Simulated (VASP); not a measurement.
Write the native input for VASP 6.6.1 that does the following.

- Task: relaxation of cell and atoms
- Functional: HSE06
- Potentials or basis: VASP PAW PBE potentials, release 64 (Rb_sv, Cl)
- Cutoff: 500 eV
- k mesh: 4 × 4 × 4
- Occupations: fermi-dirac, width 0.02 eV
- Spin: no spin polarisation
- Dipole correction: no
- Grid for exact exchange (PRECFOCK): Normal
- Further INCAR settings: ALGO = Normal; EDIFF = 1e-07; IBRION = 2; EDIFFG = -0.005; NSW = 80; ISIF = 3
- Share of exact exchange: 0.25
- Screening parameter: 0.2079 1/Å

Crystal: RbCl.

```
Rb Cl
1.0
     0.00000    3.30573    3.30573
     3.30573    0.00000    3.30573
     3.30573    3.30573    0.00000
Rb Cl
1 1
Cartesian
  0.0000 0.0000 0.0000
  3.3057 3.3057 3.3057
```

These files were run (other wordings do the same):

POSCAR

```
RbCl
1.0
    0.0000000000      3.3057261382      3.3057261382
    3.3057261382      0.0000000000      3.3057261382
    3.3057261382      3.3057261382      0.0000000000
Rb Cl
1 1
Direct
    0.0000000000      0.0000000000      0.0000000000
    0.5000000000      0.5000000000      0.5000000000
```

INCAR.step1

```
PREC = Accurate
ENCUT = 500
EDIFF = 1E-5
ISMEAR = -1
SIGMA = 0.02
LREAL = F
LASPH = T
NELM = 120
ALGO = Normal
LWAVE = T
LCHARG = F
GGA = PE
NBANDS = 15
GGA_COMPAT = F
IBRION = 2
ISIF = 3
EDIFFG = -0.005
NELMIN = 4
NSW = 100
```

INCAR.step2

```
PREC = Accurate
ENCUT = 500
EDIFF = 1E-7
ISMEAR = -1
SIGMA = 0.02
LREAL = F
LASPH = T
NELM = 120
ALGO = Normal
ISIF = 3
LWAVE = F
LCHARG = F
GGA = PE
LHFCALC = T
HFSCREEN = 0.2079
PRECFOCK = Normal
IBRION = 2
NSW = 80
EDIFFG = -0.005
ISTART = 1
GGA_COMPAT = F
NELMIN = 4
```

KPOINTS

```
Automatic mesh
0
Gamma
  4 4 4
```

Potentials or basis: VASP PAW PBE potentials, release 64 (Rb_sv, Cl).

Launch:

```sh
$ cat potpaw_PBE.64/Rb_sv/POTCAR potpaw_PBE.64/Cl/POTCAR > POTCAR
$ cp INCAR.step1 INCAR
$ mpirun -np 1 vasp_std > vasp.out
$ cp INCAR.step2 INCAR
$ mpirun -np 1 vasp_std > vasp.out
```

It gave:

| Item | Value |
| --- | --- |
| Relaxed volume | 36.90 Å³/atom |
| Relaxed cell | a = 4.708 Å, b = 4.708 Å, c = 4.708 Å, α = 60.00°, β = 60.00°, γ = 60.00° |
| Space group after relaxing (to 0.1 Å) | Fm-3m (No. 225) |
| Energy gained by relaxing | 0.8 meV/atom |
| Ionic steps | 3 |
| Pressure after relaxing | 0.0 GPa |
| Band gap on the k mesh | 6.18 eV |

Caveat: the PAW data sets were made with another functional, which shifts forces and pressure a little.

Run time: 13 min on 1 thread of Intel(R) Xeon(R) 6975P-C (Granite Rapids), with other jobs on the host, peak memory 0.31 GiB.
